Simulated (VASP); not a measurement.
**CdTe: single point with PBE**

Crystal: CdTe.

```
CELL_PARAMETERS angstrom
0.00000 3.12234 3.12234
3.12234 0.00000 3.12234
3.12234 3.12234 0.00000
ATOMIC_POSITIONS crystal
Cd 0.00000 0.00000 0.00000
Te 0.25000 0.25000 0.25000
```

This cell differs from its parent crystal: volume scaled by 0.840.

| Item | Value |
| --- | --- |
| Program | VASP 6.6.1 |
| Task | single point |
| Functional | PBE |
| Potentials or basis | VASP PAW PBE potentials, release 64 (Cd, Te) |
| Cutoff | 520 eV |
| k mesh | 10 × 10 × 10 |
| Occupations | gaussian, width 0.05 eV |
| Spin | no spin polarisation |
| Dipole correction | no |
| Further INCAR settings | ALGO = Normal; EDIFF = 1e-06; NBANDS = 16 |

The pressure is 9.5 GPa and the band gap on the k mesh is 1.12 eV, direct.

Levels at points of the mesh, in eV from the valence-band top:
```
           k point  band 5  band 6  band 7  band 8  band 9  band 10  band 11  band 12  band 13  band 14
(0.00, 0.00, 0.00)   -8.39   -8.39    0.00    0.00    0.00     1.12     4.50     4.50     4.50     7.59
(0.50, 0.00, 0.00)   -8.38   -7.94   -5.12   -0.96   -0.96     1.92     5.12     5.12     7.08     9.12
(0.50, 0.50, 0.00)   -8.35   -7.76   -4.89   -2.28   -2.28     2.33     2.60     9.49     9.70     9.70
```

Wall time 18 s on 1 thread of Intel(R) Xeon(R) 6975P-C (Granite Rapids) (shared host), peak memory 0.22 GiB.

Caveat: spin-orbit coupling is left out, which moves the levels of the heavy elements.
